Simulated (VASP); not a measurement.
Set up this calculation in VASP 6.6.1, as the native input.

```
Task                   : single point
Functional             : PBEsol
Potentials or basis    : VASP PAW PBE potentials, release 64 (Sc_sv, Al)
Cutoff                 : 520 eV
k mesh                 : 10 × 10 × 10
Occupations            : gaussian, width 0.15 eV
Spin                   : no spin polarisation
Dipole correction      : no
Further INCAR settings : ALGO = Fast; EDIFF = 1e-06; NBANDS = 30
```

The structure of ScAl3 lies in POSCAR:

```
ScAl3
1.0
   -4.0712986161      0.0000000000     -4.0712986161
    0.0000000000     -4.0712986161     -4.0712986161
   -4.0712986161     -4.0712986161      0.0000000000
Sc Al
2 6
Direct
    0.0000000000      0.0000000000      0.0000000000
    0.5000000000      0.5000000000      0.5000000000
   -0.0046054102      0.5046054102      0.5046054102
    0.5046054102     -0.0046054102     -0.0046054102
   -0.0046054102      0.5046054102     -0.0046054102
    0.5046054102     -0.0046054102      0.5046054102
    0.4907891797      0.4907891797      0.0092108203
    1.0092108203      1.0092108203      0.4907891797
```

This cell differs from its parent crystal: atoms displaced along a vibrational mode.

One way to write it, as run:

INCAR

```
PREC     = Accurate       # precision mode
ENCUT    = 520            # plane-wave cutoff, eV
EDIFF    = 1E-6           # SCF threshold, eV
ISMEAR   = 0              # smearing method
SIGMA    = 0.15           # smearing width, eV
LREAL    = F              # projectors in reciprocal space
LASPH    = T              # aspherical terms in the spheres
NELM     = 100            # most SCF steps
ALGO     = Fast           # electronic algorithm
ISIF     = 2              # what is computed and relaxed
LWAVE    = F              # write WAVECAR
LCHARG   = F              # write CHGCAR
GGA      = PS             # functional
NBANDS   = 30             # bands
```

KPOINTS

```
regular mesh
0
Gamma
  10 10 10
```

Potentials or basis: VASP PAW PBE potentials, release 64 (Sc_sv, Al).

Run with:

```sh
$ cat potpaw_PBE.64/Sc_sv/POTCAR potpaw_PBE.64/Al/POTCAR > POTCAR
$ mpirun -np 1 vasp_std > vasp.out
```

It gave:

```yaml
Pressure: 0.2 GPa
Largest_force: 0.173 eV/Å
Band_gap_on_the_k_mesh: zero (bands 20 and 21 overlap by 2.75 eV)
```

Caveat: the cell differs from its parent crystal (atoms displaced along a vibrational mode); the PAW data sets were made with another functional, which shifts forces and pressure a little.

Wall time 7.3 min on 1 thread of Intel(R) Xeon(R) 6975P-C (Granite Rapids), on a shared host, peak memory 0.55 GiB.
